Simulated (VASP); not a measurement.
# BN (P6_3/mmc) in VASP: settings compared

The runs below take BN through relaxation of cell and atoms, single point, with PBEsol+D3(BJ), PBEsol+D4, RPBE.

All numbers are computed with VASP 6.6.1; they aren't measurements. Logs are shortened: lines on timing, memory, paths and dates and some standing lists are left out, and cuts for length are marked.

### Step 1. The cell of the first run

Symmetry: P6_3/mmc, No. 194, hexagonal system. Conventional cell: a = 2.498 Å, b = 2.498 Å, c = 6.636 Å, α = 90.00°, β = 90.00°, γ = 120.00°. N (site symmetry -6m2) has 3 B at 1.44 Å within 1.9 Å. B (site symmetry -6m2) has 3 N at 1.44 Å within 1.9 Å.

### Step 2. Relaxation of cell and atoms, PBEsol+D3(BJ)

The input, INCAR:

```
SYSTEM = BN
ALGO     = Normal         ! electronic algorithm
EDIFF    = 1E-6           ! SCF threshold, eV
EDIFFG   = -0.01          ! ionic threshold
ENCUT    = 600            ! plane-wave cutoff, eV
GGA      = PS             ! functional
IBRION   = 2              ! ionic algorithm
ISIF     = 3              ! what is computed and relaxed
ISMEAR   = -1             ! smearing method
IVDW     = 12             ! dispersion correction
LASPH    = .TRUE.         ! aspherical terms in the spheres
LCHARG   = .FALSE.        ! write CHGCAR
LREAL    = .FALSE.        ! projectors in reciprocal space
LWAVE    = .FALSE.        ! write WAVECAR
NELM     = 100            ! most SCF steps
NSW      = 60             ! ionic steps
PREC     = Accurate       ! precision mode
SIGMA    = 0.05           ! smearing width, eV
```

The input, KPOINTS:

```
k-points
0
G
  12 12 4
  0 0 0
```

The input, POSCAR:

```
BN
1.0
    2.4982400000      0.0000000000      0.0000000000
   -1.2491200000      2.1635393048      0.0000000000
    0.0000000000      0.0000000000      6.6357000000
N B
2 2
Direct
    0.6666666667      0.3333333333      0.2500000000
    0.3333333333      0.6666666667      0.7500000000
    0.6666666667      0.3333333333      0.7500000000
    0.3333333333      0.6666666667      0.2500000000
```

Potentials or basis: VASP PAW PBE potentials, release 64 (N, B).

Started as:

```sh
$ cat potpaw_PBE.64/N/POTCAR potpaw_PBE.64/B/POTCAR > POTCAR
$ mpirun -np 1 vasp_std > vasp.out
```

OUTCAR:

```text
SYSTEM = BN
   EDIFF = 1E-6
   EDIFFG = -0.01
   ENCUT = 600
   GGA = PS
   IBRION = 2
   ISIF = 3
   ISMEAR = -1
   IVDW = 12
   LASPH = .TRUE.
   LREAL = .FALSE.
   NELM = 100
   NSW = 60
   PREC = Accurate
 IVDW          = 12

 ion  position               nearest neighbor table
   1  0.667  0.333  0.250-   4 1.44   4 1.44   4 1.44
   2  0.333  0.667  0.750-   3 1.44   3 1.44   3 1.44
   3  0.667  0.333  0.750-   2 1.44   2 1.44   2 1.44
   4  0.333  0.667  0.250-   1 1.44   1 1.44   1 1.44

  LATTYP: Found a hexagonal cell.
 ALAT       =     2.4982400000
 C/A-ratio  =     2.6561499296

  Lattice vectors:

 A1 = (   2.4982400000,   0.0000000000,   0.0000000000)
 A2 = (  -1.2491200000,   2.1635393048,   0.0000000000)
 A3 = (   0.0000000000,   0.0000000000,   6.6357000000)

Analysis of symmetry for initial positions (statically):
=====================================================================
 Subroutine PRICEL returns:
 Original cell was already a primitive cell.

 Routine SETGRP: Setting up the symmetry group for a
 hexagonal supercell.

 Subroutine GETGRP returns: Found 24 space group operations
 (whereof 12 operations were pure point group operations)
 out of a pool of 24 trial point group operations.

The static configuration has the point symmetry D_3d.
 The point group associated with its full space group is D_6h.

Analysis of symmetry for dynamics (positions and initial velocities):
=====================================================================
 Subroutine PRICEL returns:
 Original cell was already a primitive cell.

 Routine SETGRP: Setting up the symmetry group for a
 hexagonal supercell.

 Subroutine GETGRP returns: Found 24 space group operations
 (whereof 12 operations were pure point group operations)
 out of a pool of 24 trial point group operations.

The dynamic configuration has the point symmetry D_3d.
 The point group associated with its full space group is D_6h.

 Subroutine INISYM returns: Found 24 space group operations
 (whereof 12 operations are pure point group operations),
 and found     1 'primitive' translations

----------------------------------------------------------------------------------------

                                     Primitive cell

  volume of cell :      35.8662

  direct lattice vectors                    reciprocal lattice vectors
     2.498240000  0.000000000  0.000000000     0.400281798  0.231102804  0.000000000
    -1.249120000  2.163539305  0.000000000     0.000000000  0.462205608  0.000000000
     0.000000000  0.000000000  6.635700000     0.000000000  0.000000000  0.150700002

  length of vectors
     2.498240000  2.498240000  6.635700000     0.462205608  0.462205608  0.150700002

  position of ions in fractional coordinates (direct lattice)
     0.666666667  0.333333333  0.250000000
     0.333333333  0.666666667  0.750000000
     0.666666667  0.333333333  0.750000000
     0.333333333  0.666666667  0.250000000

  ion indices of the primitive-cell ions
   primitive index   ion index
                 1           1
                 2           2
                 3           3
                 4           4

----------------------------------------------------------------------------------------

 KPOINTS: k-points

Automatic generation of k-mesh.
 Grid dimensions read from file:
 generate k-points for:   12   12    4

 Generating k-lattice:

  Cartesian coordinates                     Fractional coordinates (reciprocal lattice)
     0.033356817  0.019258567  0.000000000     0.083333333 -0.000000000  0.000000000
     0.000000000  0.038517134  0.000000000     0.000000000  0.083333333  0.000000000
     0.000000000  0.000000000  0.037675000     0.000000000  0.000000000  0.250000000

  Length of vectors
     0.038517134  0.038517134  0.037675000

  Shift w.r.t. Gamma in fractional coordinates (k-lattice)
     0.000000000  0.000000000  0.000000000

 Subroutine IBZKPT returns following result:
 ===========================================

 Found     57 irreducible k-points:

 Following reciprocal coordinates:
            Coordinates               Weight
  0.000000  0.000000  0.000000      1.000000
  0.083333 -0.000000  0.000000      6.000000
  0.166667  0.000000  0.000000      6.000000
  0.250000  0.000000  0.000000      6.000000
  0.333333  0.000000  0.000000      6.000000
  0.416667  0.000000  0.000000      6.000000
[... 16 lines left out ...]
  0.250000  0.000000  0.250000     12.000000
  0.333333  0.000000  0.250000     12.000000
 [... further k-points ...]
   k-points           NKPTS =     57   k-points in BZ     NKDIM =     57   number of bands    NBANDS=     12
   number of dos      NEDOS =    301   number of ions     NIONS =      4
   total plane-waves  NPLWV =  21600
   dimension x,y,z NGX =    20 NGY =   20 NGZ =   54
   dimension x,y,z NGXF=    40 NGYF=   40 NGZF=  108
   ions per type =               2   2
   NGX,Y,Z   is equivalent  to a cutoff of  13.31, 13.31, 13.53 a.u.
   NGXF,Y,Z  is equivalent  to a cutoff of  26.62, 26.62, 27.06 a.u.
 SYSTEM =  BN
   PREC   = accura    normal or accurate (medium, high low for compatibility)
   ISTART =      0    job   : 0-new  1-cont  2-samecut
   ICHARG =      2    charge: 1-file 2-atom 10-const
   ISPIN  =      1    spin polarized calculation?
   LNONCOLLINEAR =      F non collinear calculations
   LSORBIT =      F    spin-orbit coupling
   LASPH  =      T    aspherical Exc in radial PAW
   ENCUT  =  600.0 eV  44.10 Ry    6.64 a.u.   4.99  4.99 13.25*2*pi/ulx,y,z
   NELM   =    100;   NELMIN=  2; NELMDL= -5     # of ELM steps
   EDIFF  = 0.1E-05   stopping-criterion for ELM
   LREAL  =      F    real-space projection
   EDIFFG = -.1E-01   stopping-criterion for IOM
   NSW    =     60    number of steps for IOM
   IBRION =      2    ionic relax: 0-MD 1-quasi-New 2-CG
   NFREE  =      1    steps in history (QN), initial steepest desc. (CG)
   ISIF   =      3    stress and relaxation
   ISYM   =      2    0-nonsym 1-usesym 2-fastsym
   POTIM  = 0.5000    time-step for ionic-motion
   TEBEG  =    0.0;   TEEND  =   0.0 temperature during run
   PSTRESS=    0.0 pullay stress
   NELECT =      16.0000    total number of electrons
   NUPDOWN=      -1.0000    fix difference up-down
   EMIN   =  10.00;   EMAX   =-10.00  energy-range for DOS
   EFERMI =   0.00;   METHOD = LEGACY
   ISMEAR =    -1;   SIGMA  =   0.05  broadening in eV -4-tet -1-fermi 0-gaus
   EFERMI_NEDOS =   21; number of points for ismear=-14 and -15
   IALGO  =     38    algorithm
   IMIX   =      4    mixing-type and parameters
     AMIX     =   0.40;   BMIX     =  1.00
     AMIX_MAG =   1.60;   BMIX_MAG =  1.00
  volume/ion in A,a.u.               =       8.97        60.51
  Fermi-wavevector in a.u.,A,eV,Ry     =   1.250891  2.363842 21.289433  1.564729
  Thomas-Fermi vector in A             =   2.384864
   LORBIT       =      0    0 simple, 1 ext, 2 COOP (PROOUT), +10 PAW based schemes
   GGA     = PS    functional components
   LHFCALC =     F    Hartree Fock is set to
   AEXX    =    0.0000 exact exchange contribution
   IVDW    =    12    specifies the selected vdW correction
   LEPSILON=     F    determine dielectric tensor
   LRPA    =     F    only Hartree local field effects (RPA)
 conjugate gradient relaxation of ions
 non-spin polarized calculation
  energy-cutoff  :      600.00
  volume of cell :       35.87
 maximum number of plane-waves:      1224
 NGX is ok and might be reduce to    20
   NGX =  9   NGY =  9   NGZ = 27

--------------------------------------- Ionic step        1  -------------------------------------------

 number of electron      15.9999998 magnetization

 Free energy of the ion-electron system (eV)
  ---------------------------------------------------
  ext. energy  EPLUGINS =         0.00000000
  ---------------------------------------------------
  free energy    TOTEN  =       -36.56981712 eV

  energy without entropy =      -36.56981712  energy(sigma->0) =      -36.56981712

------------------------ aborting loop because EDIFF is reached ----------------------------------------

 Edisp (eV)   -0.40586

 E8    (eV) :    -0.2025

  FORCE on cell =-STRESS in cart. coord.  units (eV):
  Direction    XX          YY          ZZ          XY          YZ          ZX
  --------------------------------------------------------------------------------------
  -------------------------------------------------------------------------------------
  Total       0.28488     0.28488    -0.26137    -0.00000     0.00000     0.00000
  in kB      12.72569    12.72569   -11.67543    -0.00000     0.00000     0.00000
  external pressure =        4.59 kB  Pullay stress =        0.00 kB
[... 103 lines left out ...]
  FREE ENERGIE OF THE ION-ELECTRON SYSTEM (eV)
  ---------------------------------------------------
  free  energy   TOTEN  =       -36.9763377808 eV

  energy  without entropy=      -36.9763377808  energy(sigma->0) =      -36.97633778

[... ionic steps 4 to 7 ...]

--------------------------------------- Ionic step        8  -------------------------------------------

 number of electron      16.0000000 magnetization

------------------------ aborting loop because EDIFF is reached ----------------------------------------

 Edisp (eV)   -0.42271

 E8    (eV) :    -0.2109
[... 73 lines left out ...]
  energy  without entropy=      -36.9813400714  energy(sigma->0) =      -36.98134007

--------------------------------------- Ionic step       10  -------------------------------------------

 number of electron      16.0000000 magnetization

 Free energy of the ion-electron system (eV)
  ---------------------------------------------------
  ext. energy  EPLUGINS =         0.00000000
  ---------------------------------------------------
  free energy    TOTEN  =       -36.55930898 eV

  energy without entropy =      -36.55930898  energy(sigma->0) =      -36.55930898

 E-fermi :   3.6538     XC(G=0): -10.6019

 val. band max:        2.6073242114   @ k =   0.3333   0.2500   0.0000
 cond. band min:       6.6757045626   @ k =   0.5000   0.0000   0.0000
 fundamental gap:      4.0683803511
 Fermi energy:         3.6537814442

 k-point     1 :       0.0000    0.0000    0.0000
  band No.  band energies     occupation
      1     -15.2731      2.00000
      2     -14.8536      2.00000
      3      -3.9586      2.00000
      4      -1.2842      2.00000
      5       1.2586      2.00000
      6       1.2586      2.00000
      7       1.3162      2.00000
      8       1.3162      2.00000
      9       7.9156      0.00000
     10      13.2758      0.00000
     11      14.0723      0.00000
     12      14.0723      0.00000
[... 331 lines left out ...]
 k-point    24 :       0.3333    0.0000    0.2500
  band No.  band energies     occupation
      1     -13.2111      2.00000
      2     -12.9958      2.00000
      3      -4.3419      2.00000
      4      -4.2517      2.00000
      5      -1.0139      2.00000
      6      -0.9477      2.00000
      7      -0.8224      2.00000
      8       0.7168      2.00000
      9       9.2826      0.00000
     10      10.0781      0.00000
     11      11.6367      0.00000
     12      12.7500      0.00000

 [... further k-points ...]

------------------------ aborting loop because EDIFF is reached ----------------------------------------

 Edisp (eV)   -0.42291

 E8    (eV) :    -0.2110

  FORCE on cell =-STRESS in cart. coord.  units (eV):
  Direction    XX          YY          ZZ          XY          YZ          ZX
  --------------------------------------------------------------------------------------
  -------------------------------------------------------------------------------------
  Total      -0.00063    -0.00063    -0.00367     0.00000    -0.00000     0.00000
  in kB      -0.02953    -0.02953    -0.17068     0.00000    -0.00000     0.00000
  external pressure =       -0.08 kB  Pullay stress =        0.00 kB
[... 19 lines left out ...]
  FREE ENERGIE OF THE ION-ELECTRON SYSTEM (eV)
  ---------------------------------------------------
  free  energy   TOTEN  =       -36.9822151206 eV

  energy  without entropy=      -36.9822151206  energy(sigma->0) =      -36.98221512

 reached required accuracy - stopping structural energy minimisation
```

Wall time 3.2 min (1 thread of Intel Xeon Platinum 8375C at 2.90GHz (Ice Lake), shared host); peak memory 0.18 GiB.

Results:

```
Free energy                            : -36.9822 eV
Relaxed volume                         : 8.61 Å³/atom
Relaxed cell                           : a = 2.501 Å, b = 2.501 Å, c = 6.357 Å, α = 90.00°, β = 90.00°, γ = 120.00°
Space group after relaxing (to 0.05 Å) : P6_3/mmc (No. 194)
Energy gained by relaxing              : 1.6 meV/atom
Ionic steps                            : 10
Pressure after relaxing                : 0.0 GPa
Band gap on the k mesh                 : 4.07 eV, indirect (least direct gap 4.44 eV)
Dispersion energy per atom             : -0.106 eV
```

The path:
```tsv
step	energy change (eV)	largest force (eV/Å)	pressure (GPa)	volume (Å³)
1	0.0000	0.0000	0.46	35.87
2	0.0001	0.0000	-2.00	36.00
3	-0.0007	0.0000	-0.74	35.93
4	-0.0016	0.0000	-0.69	35.79
5	-0.0041	0.0000	-0.57	35.36
6	-0.0065	0.0000	-0.24	34.50
7	-0.0065	0.0000	-0.20	34.42
8	-0.0065	0.0000	-0.22	34.45
9	-0.0057	0.0000	1.44	34.33
10	-0.0065	0.0000	-0.01	34.44
```

Final structure:
```xyz
4
Lattice="2.5012 0.0000 0.0000 -1.2506 2.1661 0.0000 0.0000 0.0000 6.3566" Properties=species:S:1:pos:R:3 pbc="T T T"
N     1.2506    0.7220    1.5891
N     0.0000    1.4441    4.7674
B     1.2506    0.7220    4.7674
B     0.0000    1.4441    1.5891
```

Levels at points of the mesh, in eV from the valence-band top:
```
           k point  band 6  band 7  band 8  band 9  band 10  band 11
(0.00, 0.00, 0.00)   -1.35   -1.29   -1.29    5.31    10.67    11.46
(0.50, 0.00, 0.00)   -4.10   -1.67   -0.38    4.07     5.77     9.48
(0.00, 0.00, 0.50)   -1.32   -1.32   -1.32    7.96     7.96    11.55
(0.50, 0.00, 0.50)   -4.15   -0.98   -0.98    4.59     4.59     9.88
```

Caveat: the PAW data sets were made with another functional, which shifts forces and pressure a little. A k mesh can miss the band edges.

[end of part 1 of 2]
